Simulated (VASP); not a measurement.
# SiC16 in VASP: notebook

Runs on SiC16. Level: PBE+D3(BJ). Tasks: single point.

All numbers are computed with VASP 6.6.1; they aren't measurements. Logs are shortened: lines on timing, memory, paths and dates and some standing lists are left out, and cuts for length are marked.

### Step 1. The cell of the first run

The cell holds a slab with vacuum, 17 atoms: a = 4.930 Å, b = 4.422 Å, c = 22.694 Å, α = 90.00°, β = 90.00°, γ = 90.00°.

### Step 2. Single point, PBE+D3(BJ), collinear spin

Input file INCAR:

```
PREC = Accurate
ENCUT = 520
EDIFF = 1E-7
ISMEAR = 0
SIGMA = 0.05
LREAL = Auto
LASPH = True
NELM = 150
ALGO = Normal
ISIF = 2
LWAVE = False
LCHARG = False
ISPIN = 2
MAGMOM = 0 0 0 0 0 0 0 0 0 0 0 0 0 0 0 0 2
LORBIT = 11
LDIPOL = True
IDIPOL = 3
DIPOL = 0.5 0.5 0.310
GGA = PE
IVDW = 12
NBANDS = 52
```

Input file KPOINTS:

```
Automatic mesh
0
Gamma
  6 6 1
```

Input file POSCAR:

```
SiC16
1.0
    4.9298676323      0.0000000000      0.0000000000
    0.0000000000      4.4224271195      0.0000000000
    0.0000000000      0.0000000000     22.6937497910
C Si
16 1
Direct
    0.2500000000      0.4155274488      0.1762599851
    0.7500000000      0.4155274488      0.1762599851
    0.0000000000      0.5195584910      0.2001803947
    0.5000000000      0.5195584910      0.2001803947
    0.0000000000      0.7272227621      0.2480852155
    0.5000000000      0.7272227621      0.2480852155
    0.2500000000      0.8312538043      0.2720056251
    0.7500000000      0.8312538043      0.2720056251
    0.2500000000      0.0442051686      0.3198734326
    0.7500000000      0.0442051686      0.3198734326
    0.0000000000      0.1500808487      0.3425973485
    0.5000000000      0.1500808487      0.3425973485
    0.0000000000      0.3779776253      0.3900566375
    0.5000000000      0.3779776253      0.3900566375
    0.2500000000      0.4764186278      0.4095290499
    0.7500000000      0.4764186278      0.4095290499
    0.2500000000      0.4764186278      0.5461305384
```

Potentials or basis: VASP PAW PBE potentials, release 64 (C, Si).

Started as:

```console
> cat potpaw_PBE.64/C/POTCAR potpaw_PBE.64/Si/POTCAR > POTCAR
> mpirun -np 1 vasp_std > vasp.out
```

OUTCAR:

```text
PREC = Accurate
   ENCUT = 520
   EDIFF = 1E-7
   ISMEAR = 0
   LREAL = Auto
   LASPH = True
   NELM = 150
   ISIF = 2
   ISPIN = 2
   LORBIT = 11
   GGA = PE
   IVDW = 12
 IVDW          = 12

 ion  position               nearest neighbor table
   1  0.250  0.416  0.176-   3 1.42   4 1.42
   2  0.750  0.416  0.176-   3 1.42   4 1.42
   3  0.000  0.520  0.200-   5 1.42   2 1.42   1 1.42
   4  0.500  0.520  0.200-   6 1.42   2 1.42   1 1.42
   5  0.000  0.727  0.248-   3 1.42   7 1.42   8 1.42
   6  0.500  0.727  0.248-   4 1.42   7 1.42   8 1.42
   7  0.250  0.831  0.272-   5 1.42   6 1.42   9 1.44
   8  0.750  0.831  0.272-   5 1.42   6 1.42  10 1.44
   9  0.250  0.044  0.320-  11 1.42  12 1.42   7 1.44
  10  0.750  0.044  0.320-  11 1.42  12 1.42   8 1.44
  11  0.000  0.150  0.343-   9 1.42  10 1.42  13 1.48
  12  0.500  0.150  0.343-   9 1.42  10 1.42  14 1.48
  13  0.000  0.378  0.390-  15 1.38  16 1.38  11 1.48
  14  0.500  0.378  0.390-  15 1.38  16 1.38  12 1.48
  15  0.250  0.476  0.410-  13 1.38  14 1.38
  16  0.750  0.476  0.410-  13 1.38  14 1.38
  17  0.250  0.476  0.546-

  LATTYP: Found a simple orthorhombic cell.
 ALAT       =     4.4224271195
 B/A-ratio  =     1.1147425382
 C/A-ratio  =     5.1315147040

  Lattice vectors:

 A1 = (   0.0000000000,  -4.4224271195,   0.0000000000)
 A2 = (   4.9298676323,   0.0000000000,   0.0000000000)
 A3 = (   0.0000000000,   0.0000000000,  22.6937497910)

Analysis of symmetry for initial positions (statically):
=====================================================================
 Subroutine PRICEL returns:
 Original cell was already a primitive cell.

 Routine SETGRP: Setting up the symmetry group for a
 simple orthorhombic supercell.

 Subroutine GETGRP returns: Found  2 space group operations
 (whereof  1 operations were pure point group operations)
 out of a pool of  8 trial point group operations.

The static configuration has the point symmetry C_1 .
 The point group associated with its full space group is C_1h.

Analysis of symmetry for dynamics (positions and initial velocities):
=====================================================================
 Subroutine PRICEL returns:
 Original cell was already a primitive cell.

 Routine SETGRP: Setting up the symmetry group for a
 simple orthorhombic supercell.

 Subroutine GETGRP returns: Found  2 space group operations
 (whereof  1 operations were pure point group operations)
 out of a pool of  8 trial point group operations.

The dynamic configuration has the point symmetry C_1 .
 The point group associated with its full space group is C_1h.

Analysis of structural, dynamic, and magnetic symmetry:
=====================================================================
 Subroutine PRICEL returns:
 Original cell was already a primitive cell.

 Routine SETGRP: Setting up the symmetry group for a
 simple orthorhombic supercell.

 Subroutine GETGRP returns: Found  2 space group operations
 (whereof  1 operations were pure point group operations)
 out of a pool of  8 trial point group operations.

The overall configuration has the point symmetry C_1 .
 The point group associated with its full space group is C_1h.

 Subroutine INISYM returns: Found  2 space group operations
 (whereof  1 operations are pure point group operations),
 and found     1 'primitive' translations

----------------------------------------------------------------------------------------

                                     Primitive cell

  volume of cell :     494.7687

  direct lattice vectors                    reciprocal lattice vectors
     4.929867632  0.000000000  0.000000000     0.202845203  0.000000000  0.000000000
     0.000000000  4.422427120  0.000000000     0.000000000  0.226120176  0.000000000
     0.000000000  0.000000000 22.693749791     0.000000000  0.000000000  0.044064996

  length of vectors
     4.929867632  4.422427120 22.693749791     0.202845203  0.226120176  0.044064996

  position of ions in fractional coordinates (direct lattice)
     0.250000000  0.415527449  0.176259985
     0.750000000  0.415527449  0.176259985
     0.000000000  0.519558491  0.200180395
[... 89 lines left out ...]
   ISTART =      0    job   : 0-new  1-cont  2-samecut
   ICHARG =      2    charge: 1-file 2-atom 10-const
   ISPIN  =      2    spin polarized calculation?
   LNONCOLLINEAR =      F non collinear calculations
   LSORBIT =      F    spin-orbit coupling
   LASPH  =      T    aspherical Exc in radial PAW
   ENCUT  =  520.0 eV  38.22 Ry    6.18 a.u.   9.17  8.22 42.20*2*pi/ulx,y,z
   NELM   =    150;   NELMIN=  2; NELMDL= -5     # of ELM steps
   EDIFF  = 0.1E-06   stopping-criterion for ELM
   LREAL  =      T    real-space projection
   EDIFFG = 0.1E-05   stopping-criterion for IOM
   NSW    =      0    number of steps for IOM
   IBRION =     -1    ionic relax: 0-MD 1-quasi-New 2-CG
   NFREE  =      0    steps in history (QN), initial steepest desc. (CG)
   ISIF   =      2    stress and relaxation
   ISYM   =      2    0-nonsym 1-usesym 2-fastsym
   POTIM  = 0.5000    time-step for ionic-motion
   TEBEG  =    0.0;   TEEND  =   0.0 temperature during run
   PSTRESS=    0.0 pullay stress
   NELECT =      68.0000    total number of electrons
   NUPDOWN=      -1.0000    fix difference up-down
   EMIN   =  10.00;   EMAX   =-10.00  energy-range for DOS
   EFERMI =   0.00;   METHOD = LEGACY
   ISMEAR =     0;   SIGMA  =   0.05  broadening in eV -4-tet -1-fermi 0-gaus
   EFERMI_NEDOS =   21; number of points for ismear=-14 and -15
   IALGO  =     38    algorithm
   IMIX   =      4    mixing-type and parameters
     AMIX     =   0.40;   BMIX     =  1.00
     AMIX_MAG =   1.60;   BMIX_MAG =  1.00
  volume/ion in A,a.u.               =      29.10       196.40
  Fermi-wavevector in a.u.,A,eV,Ry     =   0.844845  1.596526  9.711337  0.713763
  Thomas-Fermi vector in A             =   1.959938
   LORBIT       =     11    0 simple, 1 ext, 2 COOP (PROOUT), +10 PAW based schemes
   GGA     = PE    functional components
   LHFCALC =     F    Hartree Fock is set to
   AEXX    =    0.0000 exact exchange contribution
   IVDW    =    12    specifies the selected vdW correction
   LEPSILON=     F    determine dielectric tensor
   LRPA    =     F    only Hartree local field effects (RPA)
 spin polarized calculation
 Gauss-broadening in eV      SIGMA  =   0.05
  energy-cutoff  :      520.00
  volume of cell :      494.77
 maximum number of plane-waves:     13376
 NGX is ok and might be reduce to    40
   NGX = 19   NGY = 17   NGZ = 85

 dipolmoment           0.000000      0.000000      0.149151 electrons x Angstroem

 number of electron      68.0000007 magnetization       0.0623506

 number of electron      68.0000007 magnetization      -0.5233342

 dipolmoment           0.000000      0.000000     -0.097980 electrons x Angstroem

 Free energy of the ion-electron system (eV)
  ---------------------------------------------------
  ext. energy  EPLUGINS =         0.00000000
  ---------------------------------------------------
  free energy    TOTEN  =      -137.45491303 eV

  energy without entropy =     -137.44653549  energy(sigma->0) =     -137.45072426

 E-fermi :  -1.6159     XC(G=0):  -4.3871

 val. band max:       -1.6257268364   @ k =   0.0000   0.3333   0.0000
 cond. band min:      -1.6146460632   @ k =   0.0000   0.5000   0.0000
 fundamental gap:      0.0110807733
 Fermi energy:        -1.6158600742

 spin component 1

 k-point     1 :       0.0000    0.0000    0.0000
  band No.  band energies     occupation
      1     -20.8401      1.00000
      2     -19.7323      1.00000
      3     -18.1060      1.00000
      4     -16.6175      1.00000
      5     -16.5443      1.00000
      6     -16.2910      1.00000
[... 773 lines left out ...]
     45       4.6917      0.00000
     46       4.7377      0.00000
 Fermi energy:        -1.6158600742

 spin component 2

 k-point     1 :       0.0000    0.0000    0.0000
  band No.  band energies     occupation
      1     -20.8966      1.00000
      2     -19.8772      1.00000
      3     -18.2969      1.00000
      4     -16.6560      1.00000
      5     -16.5855      1.00000
      6     -16.4769      1.00000
[... 773 lines left out ...]
     45       4.6346      0.00000
     46       4.8010      0.00000
 [bands above 46 left out]

------------------------ aborting loop because EDIFF is reached ----------------------------------------

 vacuum level on the upper side and lower side of the slab       (xc-potential included)        -0.555         0.296

 Edisp (eV)   -2.06674

 E8    (eV) :    -0.6213

  FORCE on cell =-STRESS in cart. coord.  units (eV):
  Direction    XX          YY          ZZ          XY          YZ          ZX
  --------------------------------------------------------------------------------------
  -------------------------------------------------------------------------------------
  Total      -0.01287    -2.06319    -5.21985     0.00000     0.02330     0.00000
  in kB      -0.04167    -6.68109   -16.90311     0.00000     0.07545     0.00000
  external pressure =       -7.88 kB  Pullay stress =        0.00 kB

 VOLUME and BASIS-vectors are now :
 -----------------------------------------------------------------------------
  energy-cutoff  :      520.00
  volume of cell :      494.77
      direct lattice vectors                 reciprocal lattice vectors
     4.929867632  0.000000000  0.000000000     0.202845203  0.000000000  0.000000000
     0.000000000  4.422427120  0.000000000     0.000000000  0.226120176  0.000000000
     0.000000000  0.000000000 22.693749791     0.000000000  0.000000000  0.044064996

 POSITION                                       TOTAL-FORCE (eV/Angst)
 -----------------------------------------------------------------------------------
      1.23247      1.83764      4.00000         0.000000      1.430016      1.480648
      3.69740      1.83764      4.00000         0.000000      1.627487      2.035106
      0.00000      2.29771      4.54284         0.263647     -2.161466     -2.413772
      2.46493      2.29771      4.54284        -0.263647     -2.161466     -2.413772
      0.00000      3.21609      5.62998        -0.107599      0.750935      0.907064
      2.46493      3.21609      5.62998         0.107599      0.750935      0.907064
[... 9 lines left out ...]
      3.69740      2.10693      9.29375         0.000000     -0.161938      0.326604
      1.23247      2.10693     12.39375         0.000000      0.212890     -1.609406
 -----------------------------------------------------------------------------------
    total drift:                               -0.000000     -0.019948     -0.035178

  FREE ENERGIE OF THE ION-ELECTRON SYSTEM (eV)
  ---------------------------------------------------
  free  energy   TOTEN  =      -139.5216562490 eV

  energy  without entropy=     -139.5132787109  energy(sigma->0) =     -139.51746748

 vacuum level on the upper side and lower side of the slab         2.445         3.337

 total charge

# of ion       s       p       d       tot
------------------------------------------
    1        0.882   1.557   0.000   2.439
    2        0.878   1.553   0.000   2.431
    3        0.862   1.770   0.000   2.632
    4        0.862   1.770   0.000   2.632
    5        0.865   1.776   0.000   2.641
    6        0.865   1.776   0.000   2.641
[... 9 lines left out ...]
   16        0.886   1.624   0.000   2.510
   17        0.956   0.510   0.000   1.466
--------------------------------------------------
tot         14.852  28.188   0.000  43.041

 magnetization (x)

# of ion       s       p       d       tot
------------------------------------------
    1        0.061   0.255   0.000   0.315
    2       -0.087  -0.469   0.000  -0.555
    3        0.002   0.016   0.000   0.018
    4        0.002   0.016   0.000   0.018
    5       -0.001  -0.012   0.000  -0.014
    6       -0.001  -0.012   0.000  -0.014
[... 9 lines left out ...]
   16       -0.075  -0.470   0.000  -0.545
   17        0.003   0.417   0.000   0.420
--------------------------------------------------
tot         -0.164  -0.559   0.000  -0.723
```

Run time: 65 min. Hardware: 1 thread of Intel Xeon 6975P-C (Granite Rapids), shared host; peak memory 1.1 GiB.

Results:

```yaml
Free_energy: -139.5217 eV
Largest_force: 3.251 eV/Å
Net_moment: -0.52 μB per cell
Site_moments: C +0.32, -0.56, +0.02, -0.01, -0.02, +0.01, -0.00, -0.06, -0.30, -0.55 (each value once); Si +0.42 μB
Valence_electrons_inside_the_program's_atomic_spheres: C 2.44, 2.43, 2.63, 2.64, 2.65, 2.62, 2.66, 2.52, 2.51 (each value once); Si 1.47
Dispersion_energy_per_atom: -0.122 eV
```

Forces on the atoms (eV/Å):
```
C    0.000  1.430  1.481
C    0.000  1.627  2.035
C    0.264 -2.161 -2.414
C   -0.264 -2.161 -2.414
C   -0.108  0.751  0.907
C    0.108  0.751  0.907
C    0.000 -0.149 -0.222
C    0.000 -0.113 -0.208
C    0.000 -0.087 -0.095
C    0.000 -0.131 -0.196
C   -0.226  0.424  0.154
C    0.226  0.424  0.154
C    0.153 -0.643 -0.829
C   -0.153 -0.643 -0.829
C    0.000  0.632  2.853
C    0.000 -0.162  0.327
Si   0.000  0.213 -1.609
```

### Step 3. Single point, PBE+D3(BJ), collinear spin

Input file INCAR:

```
SYSTEM = SiC16
PREC = Accurate ; ENCUT = 520
EDIFF = 1E-6 ; ISMEAR = 0
SIGMA = 0.05 ; LREAL = Auto
LASPH = .True. ; NELM = 150
ALGO = Normal ; ISIF = 2
LWAVE = .False. ; LCHARG = .False.
ISPIN = 2 ; MAGMOM = 0 0 0 0 0 0 0 0 0 0 0 0 0 0 0 0 2
LORBIT = 11 ; LDIPOL = .True.
IDIPOL = 3 ; DIPOL = 0.5 0.5 0.310
GGA = PE ; IVDW = 12
NBANDS = 52
```

Input file KPOINTS:

```
Automatic mesh
0
Gamma
  6 6 1
  0 0 0
```

Edit POSCAR of step 2 so:

```diff
@@ -24,2 +24,2 @@
     0.7500000000      0.4764186278      0.4095290499
-    0.2500000000      0.4764186278      0.5461305384
+    0.5000000000      0.7264186278      0.5461305384
```

Potentials or basis: VASP PAW PBE potentials, release 64 (C, Si).

Started as:

```console
> cat potpaw_PBE.64/C/POTCAR potpaw_PBE.64/Si/POTCAR > POTCAR
> mpirun -np 1 vasp_std > vasp.out
```

It took 63 min on 1 thread of Oxide Virtual Turin-like, shared host; peak memory 1.1 GiB.

The run converged. Its results:

| Property | Result |
| --- | --- |
| Free energy | -138.7003 eV |
| Largest force | 3.153 eV/Å |
| Net moment | 0.48 μB per cell |
| Site moments | C +0.00, +0.01, +0.05 (each value once); Si +0.07 μB |
| Valence electrons inside the program's atomic spheres | C 2.44, 2.64, 2.63, 2.65, 2.61, 2.62, 2.67, 2.50 (each value once); Si 1.44 |
| Dispersion energy per atom | -0.121 eV |

Forces in eV/Å, atoms in the order of the input:
```
C    0.006  1.299  1.639
C   -0.006  1.299  1.639
C    0.000 -2.015 -2.426
C    0.000 -2.011 -2.415
C    0.000  0.847  1.015
C    0.000  0.847  1.020
C   -0.013 -0.163 -0.209
C    0.013 -0.163 -0.209
C    0.035 -0.121 -0.184
C   -0.035 -0.121 -0.184
C    0.000  0.309  0.155
C    0.000  0.344  0.112
C    0.000 -0.558 -0.574
C    0.000 -0.963 -1.110
C    0.437  0.802  1.794
C   -0.437  0.802  1.794
Si   0.000 -0.435 -1.856
```

Levels at points of the mesh, in eV from the Fermi level:
Spin up:
```
           k point  band 32  band 33  band 34  band 35  band 36  band 37
(0.00, 0.00, 0.00)    -0.56    -0.34     0.02     0.49     0.64     0.89
(0.50, 0.00, 0.00)    -0.68    -0.61    -0.10    -0.09     0.20     0.62
(0.00, 0.50, 0.00)    -0.72    -0.38    -0.34     0.12     0.42     0.97
(0.50, 0.50, 0.00)    -0.67    -0.46    -0.44    -0.05    -0.05     0.41
```
Spin down:
```
           k point  band 32  band 33  band 34  band 35  band 36  band 37
(0.00, 0.00, 0.00)    -0.43    -0.33     0.04     0.53     0.83     1.03
(0.50, 0.00, 0.00)    -0.68    -0.45    -0.10    -0.08     0.29     1.06
(0.00, 0.50, 0.00)    -0.45    -0.33    -0.05     0.17     0.47     0.92
(0.50, 0.50, 0.00)    -0.39    -0.39    -0.05    -0.05     0.14     0.42
```
